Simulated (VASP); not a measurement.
# NaAl15N15 (a cell with a defect) in VASP: notebook

The runs below take NaAl15N15 (a cell with a defect) through single point, with PBE.

Program: VASP 6.6.1. These are calculated values, not measurements. Logs are shortened: lines on timing, memory, paths and dates and some standing lists are left out, and cuts for length are marked.

### Step 1. The cell of the first run

The cell holds a defect, 31 atoms: a = 6.260 Å, b = 6.260 Å, c = 10.035 Å, α = 90.00°, β = 90.00°, γ = 120.00°.

### Step 2. Single point, PBE

INCAR

```
SYSTEM = NaAl15N15
ALGO = Normal
EDIFF = 1E-7
ENCUT = 520
GGA = PE
ISIF = 2
ISMEAR = 0
LASPH = .TRUE.
LCHARG = .FALSE.
LREAL = Auto
LWAVE = .FALSE.
NBANDS = 84
NELECT = 128.0
NELM = 100
PREC = Accurate
SIGMA = 0.01
```

KPOINTS

```
Automatic mesh
0
Gamma
  1 1 1
  0.25 0.25 0.25
```

POSCAR

```
NaAl15N15
1.0
    6.2595139102      0.0000000601      0.0000000000
   -3.1297570100      5.4208980298      0.0000000000
    0.0000000000      0.0000000000     10.0348065900
Al Na N
15 1 15
Direct
    0.3374847066      0.1626718209      0.2527781108
    0.3319607765      0.1686919435      0.7519349242
    0.1667334694      0.3332461249      0.9949981049
    0.3355683822      0.6660106354      0.2505581410
    0.1677831099      0.8266533915      0.4955920514
    0.3308668648      0.6647666015      0.7498197441
    0.1656723485      0.8337408849      1.0008973418
    0.8344238219      0.1647500838      0.2504740163
    0.6722704768      0.3316344142      0.4950644894
    0.8349836059      0.1692391195      0.7497171274
    0.6662684792      0.3343833345      1.0008378875
    0.8328286645      0.6669528533      0.2515569172
    0.6618178744      0.8382947620      0.4974648174
    0.8316214824      0.6689994798      0.7462092151
    0.6661625993      0.8339421036      0.9991226812
    0.1867772061      0.3128846262      0.4954732987
    0.1714897015      0.3298539251      0.1883599497
    0.3345491445      0.1654061755      0.9422658509
    0.1672380653      0.3321661819      0.7129687028
    0.3452905668      0.6943924218      0.4319532211
    0.1648933685      0.8291320700      0.1894610045
    0.3325876332      0.6727849761      0.9419487852
    0.1681838607      0.8363489057      0.6870494340
    0.8056873477      0.1546349692      0.4318294606
    0.6705002017      0.3344952177      0.1894554763
    0.8272419825      0.1673940092      0.9418804784
    0.6646427718      0.3329937443      0.6868026993
    0.8315204848      0.6688077529      0.4415054132
    0.6700216804      0.8301917815      0.1864253361
    0.8320540961      0.6679871826      0.9372399026
    0.6657070012      0.8341275179      0.6907339018
```

Potentials or basis: VASP PAW PBE potentials, release 64 (Al, Na_pv, N).

Run with:

```sh
$ cat potpaw_PBE.64/Al/POTCAR potpaw_PBE.64/Na_pv/POTCAR potpaw_PBE.64/N/POTCAR > POTCAR
$ mpirun -np 1 vasp_std > vasp.out
```

OUTCAR:

```text
SYSTEM = NaAl15N15
   EDIFF = 1E-7
   ENCUT = 520
   GGA = PE
   ISIF = 2
   ISMEAR = 0
   LASPH = .TRUE.
   LREAL = Auto
   NELECT = 128.0
   NELM = 100
   PREC = Accurate

 ion  position               nearest neighbor table
   1  0.337  0.163  0.253-  25 1.91  21 1.92  17 1.92  16 2.93   9 3.03   5 3.04   7 3.09  11 3.09
                             4 3.10   8 3.10  12 3.13  12 3.13   8 3.16   4 3.16   3 3.18
   2  0.332  0.169  0.752-  19 1.82  18 1.91  23 1.92  27 1.92  16 3.01   3 3.02  11 3.09   7 3.09
                             6 3.11  10 3.11  14 3.13  14 3.13  10 3.15   6 3.15   9 3.17   5 3.17
   3  0.167  0.333  0.995-  18 1.89  26 1.92  22 1.92  17 1.94   2 3.02   6 3.05  10 3.05  11 3.12
                             7 3.12  15 3.13  15 3.13   8 3.13   4 3.14   7 3.14  11 3.14   1 3.18
   4  0.336  0.666  0.251-  20 1.83  21 1.91  29 1.92  17 1.93   5 3.04  13 3.04  15 3.09   7 3.10
                             1 3.10  12 3.11   8 3.12   3 3.14   8 3.14  12 3.15   1 3.16
   5  0.168  0.827  0.496-  20 1.80  28 1.90  23 1.92  16 2.99   4 3.04   1 3.04  12 3.05  13 3.06
                             9 3.10   6 3.10  14 3.11   9 3.16   2 3.17  13 3.20
   6  0.331  0.665  0.750-  19 1.84  31 1.91  23 1.92  22 1.93   3 3.05  15 3.09   5 3.10  10 3.10
                             7 3.10  13 3.10   2 3.11  14 3.12  14 3.14   2 3.15  10 3.16
   7  0.166  0.834  0.001-  22 1.87  18 1.89  21 1.89  30 1.92   2 3.09   1 3.09  12 3.10   4 3.10
                             6 3.10   3 3.12  11 3.13  15 3.13  15 3.13  14 3.13  11 3.13   3 3.14
   8  0.834  0.165  0.250-  24 1.83  25 1.91  29 1.92  17 1.93   9 3.03  13 3.05  15 3.09  11 3.10
                             1 3.10  12 3.11   4 3.12   3 3.13   4 3.14  12 3.15   1 3.16
   9  0.672  0.332  0.495-  24 1.80  28 1.91  27 1.92  16 2.98   1 3.03   8 3.03  12 3.05  13 3.06
                             5 3.10  10 3.10  14 3.11   5 3.16   2 3.17  13 3.20
  10  0.835  0.169  0.750-  19 1.84  31 1.91  27 1.92  26 1.93   3 3.05  15 3.09  11 3.10   6 3.10
                            13 3.10   9 3.10   2 3.11  14 3.12  14 3.14   2 3.15   6 3.16
  11  0.666  0.334  0.001-  26 1.87  18 1.89  25 1.89  30 1.92   2 3.09   1 3.09  12 3.10  10 3.10
                             8 3.10   3 3.12   7 3.13  15 3.13  15 3.13  14 3.13   7 3.13   3 3.14
  12  0.833  0.667  0.252-  29 1.88  21 1.91  28 1.91  25 1.91   9 3.05   5 3.05  13 3.09  11 3.10
                             7 3.10   4 3.11   8 3.11  15 3.11   1 3.13   1 3.13   8 3.15   4 3.15
  13  0.662  0.838  0.497-  24 1.84  20 1.84  28 1.92  31 1.94   4 3.04   8 3.05   9 3.06   5 3.06
                            12 3.09  14 3.10  10 3.10   6 3.10   5 3.20   9 3.20
  14  0.832  0.669  0.746-  31 1.88  27 1.92  30 1.92  23 1.92  13 3.10  15 3.11   5 3.11   9 3.11
                            10 3.12   6 3.12   2 3.13   2 3.13   7 3.13  11 3.13   6 3.14  10 3.14
  15  0.666  0.834  0.999-  29 1.88  26 1.90  22 1.90  30 1.90   6 3.09  10 3.09   8 3.09   4 3.09
                            14 3.11  12 3.11   7 3.13  11 3.13   3 3.13   3 3.13  11 3.13   7 3.13
  16  0.187  0.313  0.495-  24 2.17  20 2.17  19 2.19   1 2.93   9 2.98   5 2.99   2 3.01
  17  0.171  0.330  0.188-   1 1.92   4 1.93   8 1.93   3 1.94
  18  0.335  0.165  0.942-   7 1.89  11 1.89   3 1.89   2 1.91
  19  0.167  0.332  0.713-   2 1.82  10 1.84   6 1.84  16 2.19
  20  0.345  0.694  0.432-   5 1.80   4 1.83  13 1.84  16 2.17
  21  0.165  0.829  0.189-   7 1.89  12 1.91   4 1.91   1 1.92
  22  0.333  0.673  0.942-   7 1.87  15 1.90   3 1.92   6 1.93
  23  0.168  0.836  0.687-   2 1.92   6 1.92  14 1.92   5 1.92
  24  0.806  0.155  0.432-   9 1.80   8 1.83  13 1.84  16 2.17
  25  0.671  0.334  0.189-  11 1.89  12 1.91   8 1.91   1 1.91
  26  0.827  0.167  0.942-  11 1.87  15 1.90   3 1.92  10 1.93
  27  0.665  0.333  0.687-  14 1.92  10 1.92   2 1.92   9 1.92
  28  0.832  0.669  0.442-   5 1.90   9 1.91  12 1.91  13 1.92
  29  0.670  0.830  0.186-  15 1.88  12 1.88   4 1.92   8 1.92
  30  0.832  0.668  0.937-  15 1.90  14 1.92  11 1.92   7 1.92
  31  0.666  0.834  0.691-  14 1.88   6 1.91  10 1.91  13 1.94

  LATTYP: Found a hexagonal cell.
 ALAT       =     6.2595139102
 C/A-ratio  =     1.6031287308

  Lattice vectors:

 A1 = (   6.2595139102,   0.0000000601,   0.0000000000)
 A2 = (  -3.1297570100,   5.4208980298,   0.0000000000)
 A3 = (   0.0000000000,   0.0000000000,  10.0348065900)

Analysis of symmetry for initial positions (statically):
=====================================================================
 Subroutine PRICEL returns:
 Original cell was already a primitive cell.

 Routine SETGRP: Setting up the symmetry group for a
 hexagonal supercell.

 Subroutine GETGRP returns: Found  1 space group operations
 (whereof  1 operations were pure point group operations)
 out of a pool of 24 trial point group operations.

The static configuration has the point symmetry C_1 .

Analysis of symmetry for dynamics (positions and initial velocities):
=====================================================================
 Subroutine PRICEL returns:
 Original cell was already a primitive cell.

 Routine SETGRP: Setting up the symmetry group for a
 hexagonal supercell.

 Subroutine GETGRP returns: Found  1 space group operations
 (whereof  1 operations were pure point group operations)
 out of a pool of 24 trial point group operations.

[... 84 lines left out ...]
                30          30
                31          31

----------------------------------------------------------------------------------------

 KPOINTS: Automatic mesh

Automatic generation of k-mesh.
 Grid dimensions read from file:
 generate k-points for:    1    1    1

 Generating k-lattice:

  Cartesian coordinates                     Fractional coordinates (reciprocal lattice)
     0.159756813  0.092235641  0.000000000     1.000000000 -0.000000000  0.000000000
    -0.000000002  0.184471279  0.000000000     0.000000000  1.000000000  0.000000000
     0.000000000  0.000000000  0.099653141     0.000000000  0.000000000  1.000000000

  Length of vectors
     0.184471279  0.184471279  0.099653141

  Shift w.r.t. Gamma in fractional coordinates (k-lattice)
     0.250000000  0.250000000  0.250000000

 Subroutine IBZKPT returns following result:
 ===========================================

 Found      6 irreducible k-points:

 Following reciprocal coordinates:
            Coordinates               Weight
  0.250000  0.250000  0.250000      2.000000
 -0.250000  0.500000  0.250000      2.000000
  0.500000  0.250000  0.250000      2.000000
 -0.250000 -0.250000  0.250000      2.000000
  0.250000  0.500000  0.250000      2.000000
  0.500000 -0.250000  0.250000      2.000000
   k-points           NKPTS =      6   k-points in BZ     NKDIM =      6   number of bands    NBANDS=     84
   number of dos      NEDOS =    301   number of ions     NIONS =     31
   total plane-waves  NPLWV = 184320
   dimension x,y,z NGX =    48 NGY =   48 NGZ =   80
   dimension x,y,z NGXF=    96 NGYF=   96 NGZF=  160
   ions per type =              15   1  15
   NGX,Y,Z   is equivalent  to a cutoff of  12.75, 12.75, 13.25 a.u.
   NGXF,Y,Z  is equivalent  to a cutoff of  25.50, 25.50, 26.51 a.u.
 SYSTEM =  NaAl15N15
   PREC   = accura    normal or accurate (medium, high low for compatibility)
   ISTART =      0    job   : 0-new  1-cont  2-samecut
   ICHARG =      2    charge: 1-file 2-atom 10-const
   ISPIN  =      1    spin polarized calculation?
   LNONCOLLINEAR =      F non collinear calculations
   LSORBIT =      F    spin-orbit coupling
   LASPH  =      T    aspherical Exc in radial PAW
   ENCUT  =  520.0 eV  38.22 Ry    6.18 a.u.  11.64 11.64 18.66*2*pi/ulx,y,z
   NELM   =    100;   NELMIN=  2; NELMDL= -5     # of ELM steps
   EDIFF  = 0.1E-06   stopping-criterion for ELM
   LREAL  =      T    real-space projection
   EDIFFG = 0.1E-05   stopping-criterion for IOM
   NSW    =      0    number of steps for IOM
   IBRION =     -1    ionic relax: 0-MD 1-quasi-New 2-CG
   NFREE  =      0    steps in history (QN), initial steepest desc. (CG)
   ISIF   =      2    stress and relaxation
   ISYM   =      2    0-nonsym 1-usesym 2-fastsym
   POTIM  = 0.5000    time-step for ionic-motion
   TEBEG  =    0.0;   TEEND  =   0.0 temperature during run
   PSTRESS=    0.0 pullay stress
   NELECT =     128.0000    total number of electrons
   NUPDOWN=      -1.0000    fix difference up-down
   EMIN   =  10.00;   EMAX   =-10.00  energy-range for DOS
   EFERMI =   0.00;   METHOD = LEGACY
   ISMEAR =     0;   SIGMA  =   0.01  broadening in eV -4-tet -1-fermi 0-gaus
   EFERMI_NEDOS =   21; number of points for ismear=-14 and -15
   IALGO  =     38    algorithm
   IMIX   =      4    mixing-type and parameters
     AMIX     =   0.40;   BMIX     =  1.00
     AMIX_MAG =   1.60;   BMIX_MAG =  1.00
  volume/ion in A,a.u.               =      10.98        74.12
  Fermi-wavevector in a.u.,A,eV,Ry     =   1.181511  2.232733 18.993310  1.395969
  Thomas-Fermi vector in A             =   2.317783
   LORBIT       =      0    0 simple, 1 ext, 2 COOP (PROOUT), +10 PAW based schemes
   GGA     = PE    functional components
   LHFCALC =     F    Hartree Fock is set to
   AEXX    =    0.0000 exact exchange contribution
   IVDW    =     0    specifies the selected vdW correction
   LEPSILON=     F    determine dielectric tensor
   LRPA    =     F    only Hartree local field effects (RPA)
 non-spin polarized calculation
 Gauss-broadening in eV      SIGMA  =   0.01
  energy-cutoff  :      520.00
  volume of cell :      340.50
 maximum number of plane-waves:      9148
 NGX is ok and might be reduce to    48
   NGX = 23   NGY = 23   NGZ = 37

 number of electron     128.0000009 magnetization

 Free energy of the ion-electron system (eV)
  ---------------------------------------------------
  ext. energy  EPLUGINS =         0.00000000
  ---------------------------------------------------
  free energy    TOTEN  =      -214.98132910 eV

  energy without entropy =     -214.98132910  energy(sigma->0) =     -214.98132910

 E-fermi :   6.8122     XC(G=0): -10.7332

 val. band max:        6.7658847623   @ k =  -0.2500  -0.2500   0.2500
 cond. band min:       9.2585682528   @ k =   0.2500   0.2500   0.2500
 fundamental gap:      2.4926834905
 Fermi energy:         6.8122297407

 k-point     1 :       0.2500    0.2500    0.2500
  band No.  band energies     occupation
      1     -14.9970      2.00000
      2     -14.9837      2.00000
      3     -14.9746      2.00000
      4      -9.0103      2.00000
      5      -8.5587      2.00000
      6      -8.4181      2.00000
[... 463 lines left out ...]
     75      12.3763      0.00000
     76      12.5901      0.00000
 [bands above 76 left out]

------------------------ aborting loop because EDIFF is reached ----------------------------------------

  FORCE on cell =-STRESS in cart. coord.  units (eV):
  Direction    XX          YY          ZZ          XY          YZ          ZX
  --------------------------------------------------------------------------------------
  -------------------------------------------------------------------------------------
  Total       13.6903021     12.0678954     18.6236618     -1.3555671      0.3964362     -0.7353638
  in kB       64.4173359     56.7833832     87.6304018     -6.3783854      1.8653614     -3.4601266
  external PRESSURE =      69.6103736 kB  Pullay stress =       0.0000000 kB

 VOLUME and BASIS-vectors are now :
 -----------------------------------------------------------------------------
  energy-cutoff  :      520.00
  volume of cell :      340.50
      direct lattice vectors                 reciprocal lattice vectors
     6.259513910  0.000000060  0.000000000     0.159756813  0.092235641  0.000000000
    -3.129757010  5.420898030  0.000000000    -0.000000002  0.184471279  0.000000000
     0.000000000  0.000000000 10.034806590     0.000000000  0.000000000  0.099653141

 POSITION                                       TOTAL-FORCE (eV/Angst)
 -----------------------------------------------------------------------------------
      1.60337      0.88183      2.53658         0.125318     -0.090343     -0.057885
      1.54995      0.91446      7.54552         0.147931     -0.078598      0.016623
      0.00069      1.80649      9.98461        -0.108191      0.072504     -0.022065
      0.01604      3.61038      2.51430         0.088887      0.012464      0.085702
     -1.53698      4.48120      4.97317         0.272182      0.040913      0.079576
     -0.00949      3.60363      7.52430         0.083620     -0.085207     -0.036151
[... 23 lines left out ...]
      3.11762      3.62109      9.40502         0.161905     -0.091664      0.009110
      1.55639      4.52172      6.93138        -0.152631      0.104344     -0.123133
 -----------------------------------------------------------------------------------
    total drift:                               -0.001470      0.002260      0.008518

  FREE ENERGIE OF THE ION-ELECTRON SYSTEM (eV)
  ---------------------------------------------------
  free  energy   TOTEN  =      -214.9813290974 eV

  energy  without entropy=     -214.9813290974  energy(sigma->0) =     -214.98132910
```

Run time: 5 min. Hardware: 1 thread of Intel Xeon Platinum 8259CL at 2.50GHz (Skylake/Cascade Lake), shared host; peak memory 0.47 GiB.

What came out:

```yaml
Free_energy: -214.9813 eV
Largest_force: 0.333 eV/Å
```

Forces in eV/Å, atoms in the order of the input:
```
Al   0.125 -0.090 -0.058
Al   0.148 -0.079  0.017
Al  -0.108  0.073 -0.022
Al   0.089  0.012  0.086
Al   0.272  0.041  0.080
Al   0.084 -0.085 -0.036
Al  -0.128  0.071 -0.016
Al   0.059 -0.084  0.083
Al   0.120 -0.236  0.103
Al   0.113 -0.045 -0.036
Al  -0.123  0.067 -0.010
Al   0.086 -0.050 -0.091
Al  -0.290  0.161  0.034
Al   0.153 -0.084  0.026
Al  -0.119  0.062  0.009
Na  -0.016  0.017 -0.086
N   -0.165  0.029  0.157
N    0.193 -0.103  0.056
N   -0.198  0.160 -0.015
N    0.053 -0.095  0.032
N   -0.113  0.130 -0.039
N    0.212 -0.124 -0.022
N   -0.165  0.043  0.088
N    0.089  0.017  0.037
N   -0.146  0.088 -0.050
N    0.202 -0.113 -0.010
N   -0.155  0.060  0.099
N   -0.150  0.063 -0.273
N   -0.133  0.081 -0.027
N    0.162 -0.092  0.009
N   -0.153  0.104 -0.123
```

Levels at points of the mesh, in eV from the Fermi level:
```
           k point  band 61  band 62  band 63  band 64  band 65  band 66  band 67  band 68
(0.25, 0.25, 0.25)    -1.53    -1.28    -0.64    -0.05     2.45     3.12     4.26     4.56
```

Caveat: the k points lie up to 0.58 Å⁻¹ apart; the cell carries a net charge on a neutralising background, which shifts energy and pressure; the cell is charged against a uniform background, so pressure and absolute levels hang on convention.

### Step 3. Single point, PBE

INCAR

```
SYSTEM = NaAl15N15
  PREC = Accurate
  ENCUT = 520
  EDIFF = 1E-6
  ISMEAR = 0
  SIGMA = 0.01
  LREAL = Auto
  LASPH = .TRUE.
  NELM = 80
  ALGO = Normal
  ISIF = 2
  LWAVE = .FALSE.
  LCHARG = .TRUE.
  GGA = PE
  LELF = .TRUE.
  LVHAR = .TRUE.
  NBANDS = 84
  NELECT = 126.0
```

KPOINTS is that of step 2.

POSCAR

```
NaAl15N15
1.0
    6.2595139102      0.0000000601      0.0000000000
   -3.1297570100      5.4208980298      0.0000000000
    0.0000000000      0.0000000000     10.0348065900
Al Na N
15 1 15
Direct
    0.3306553447      0.1703779515      0.1847407434
    0.3312831049      0.1695511745      0.7599060968
    0.1586058518      0.3424593753      0.9939217692
    0.3341747645      0.6753687296      0.2511833916
    0.1441836760      0.7723337492      0.5150119459
    0.3348446230      0.6623882047      0.7537290264
    0.1565622418      0.8228069778      0.9986142416
    0.8260112391      0.1669714663      0.2511365701
    0.7287674629      0.3564264813      0.5150798586
    0.8385372873      0.1660738835      0.7537688252
    0.6781440884      0.3443881331      0.9986808103
    0.8294463252      0.6714339179      0.2516395340
    0.6605365016      0.8403837735      0.5044400936
    0.8284212327      0.6726643749      0.7532755981
    0.6638130207      0.8371086833      1.0031092308
    0.2016214176      0.2996984598      0.4845890290
    0.1626510310      0.3388975583      0.1903760147
    0.3317934522      0.1690416494      0.9570501144
    0.1699872890      0.3309403753      0.7095010016
    0.3463518430      0.6982961459      0.4343884954
    0.1590847508      0.8302524111      0.1895714067
    0.3328607178      0.6753089493      0.9425036561
    0.1682801887      0.8358822367      0.6948722750
    0.8029107401      0.1543714389      0.4343626438
    0.6707798572      0.3417004503      0.1895911281
    0.8255003140      0.1679764379      0.9424793366
    0.6651404568      0.3328353038      0.6948805677
    0.8299477106      0.6702238597      0.4444379134
    0.6664381067      0.8347277338      0.1901080588
    0.8284339152      0.6723470383      0.9399301913
    0.6661556875      0.8348668519      0.6930814922
```

Potentials or basis: VASP PAW PBE potentials, release 64 (Al, Na_pv, N).

Run with:

```sh
$ cat potpaw_PBE.64/Al/POTCAR potpaw_PBE.64/Na_pv/POTCAR potpaw_PBE.64/N/POTCAR > POTCAR
$ mpirun -np 1 vasp_std > vasp.out
```

Run time: 4.5 min. Hardware: 1 thread of Intel Xeon Platinum 8259CL at 2.50GHz (Skylake/Cascade Lake), shared host; peak memory 0.47 GiB.

The run converged. Its results:

```yaml
Free_energy: -229.6360 eV
Largest_force: 0.318 eV/Å
```

Forces in eV/Å, atoms in the order of the input:
```
Al   0.185 -0.107  0.001
Al   0.176 -0.088 -0.001
Al  -0.154  0.071 -0.004
Al   0.108 -0.061 -0.021
Al   0.009  0.157  0.077
Al   0.093 -0.043 -0.012
Al  -0.103  0.092  0.018
Al   0.107 -0.063 -0.013
Al  -0.135 -0.094  0.073
Al   0.079 -0.051 -0.016
Al  -0.129  0.030  0.007
Al   0.088 -0.054  0.023
Al  -0.081  0.034  0.017
Al   0.142 -0.089  0.024
Al  -0.144  0.082  0.009
Na  -0.001  0.002 -0.044
N   -0.271  0.140  0.092
N    0.188 -0.102  0.041
N   -0.229  0.133 -0.046
N    0.115 -0.190 -0.032
N   -0.115  0.135 -0.052
N    0.227 -0.122 -0.005
N   -0.152  0.070  0.097
N    0.222  0.011 -0.036
N   -0.180  0.045 -0.054
N    0.234 -0.122  0.008
N   -0.132  0.080  0.102
N    0.014  0.012 -0.100
N   -0.151  0.083 -0.013
N    0.182 -0.096 -0.039
N   -0.192  0.107 -0.101
```

Levels at points of the mesh, in eV from the Fermi level:
```
           k point  band 59  band 60  band 61  band 62  band 63  band 64  band 65  band 66  band 67  band 68
(0.25, 0.25, 0.25)    -1.37    -1.26    -1.00    -0.85    -0.18     2.06     3.75     4.12     4.58     5.18
```

Caveat: the k points lie up to 0.58 Å⁻¹ apart; the cell carries a net charge on a neutralising background, which shifts energy and pressure; the cell is charged against a uniform background, so pressure and absolute levels hang on convention.
